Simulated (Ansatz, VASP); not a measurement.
Mg in VASP and in Ansatz

```
Mg
1.0
     3.67116    0.00000    0.00000
     0.00000    3.67116    0.00000
     0.00000    0.00000    3.34163
Mg
2
Direct
  0.00000 0.00000 0.00000
  0.50000 0.50000 0.50000
```

Change from the starting cell: strain along c alone, the other axes held, atoms relaxed: -2.0 %.

Alike in both runs: task single point; functional PBE; k mesh 12 × 12 × 12; occupations gaussian, width 0.1 eV; no spin polarisation.

|  | VASP | Ansatz |
| --- | --- | --- |
| version | VASP 6.6.1 | Ansatz 0.2.0 |
| potentials or method | VASP PAW PBE potentials, release 64 (Mg), cutoff 520 eV | scalar-relativistic, plane waves, PAW |
| valence electrons in the cell | 4 | 20 |

Ansatz gave:

```
gap on the k mesh at the Fermi level (eV)                     : none
pressure (GPa)                                                : 0.7
traceless stress, the component that is largest in VASP (GPa) : -0.19
```

**Question.** Estimate VASP's values.

**Answer.** gap on the k mesh at the Fermi level (eV): none; pressure (GPa): 0.6; traceless stress, the component that is largest in VASP (GPa): -0.19.

A gap of «none» marks a metal or a gap that the smearing closes. With one functional, cell and mesh, what is left measures potentials, basis and numerics. VASP's potentials hold 4 valence electrons a cell and Ansatz's 20, so a difference there can come from the potentials and not from the codes.
